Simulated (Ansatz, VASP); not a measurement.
Os2C3 in VASP and in Ansatz

```
Os C
1.0
     3.31218    0.00000    0.00000
    -1.65609    2.86843    0.00000
     0.00000    0.00000    5.51337
Os C
2 3
Direct
  0.33333 0.66667 0.26025
  0.66667 0.33333 0.73975
  0.00000 0.00000 0.00000
  0.33333 0.66667 0.63450
  0.66667 0.33333 0.36550
```

Alike in both runs: functional PBE; k mesh 12 × 12 × 8; occupations gaussian, width 0.1 eV; no spin polarisation.

Ansatz relaxed the structure, and its values are those at the end. VASP's run is a single point on that final structure, the one shown.

|  | VASP | Ansatz |
| --- | --- | --- |
| version | VASP 6.6.1 | Ansatz 0.2.0 |
| potentials or method | VASP PAW PBE potentials, release 64 (Os, C), cutoff 520 eV | scalar-relativistic, plane waves, PAW |
| valence electrons in the cell | 28 | 44 |

Ansatz gave:

```
gap on the k mesh at the Fermi level (eV) : none
pressure (GPa)                            : 0.0
rms of the force components (eV/Å)        : 0.001
```

Task: Estimate VASP's values.

Result: gap on the k mesh at the Fermi level (eV): none; pressure (GPa): 2.8; rms of the force components (eV/Å): 0.082.

A gap of «none» marks a metal or a gap that the smearing closes. VASP's potentials hold 28 valence electrons a cell and Ansatz's 44, so a difference there can come from the potentials and not from the codes.

Neither program's run includes spin-orbit coupling.
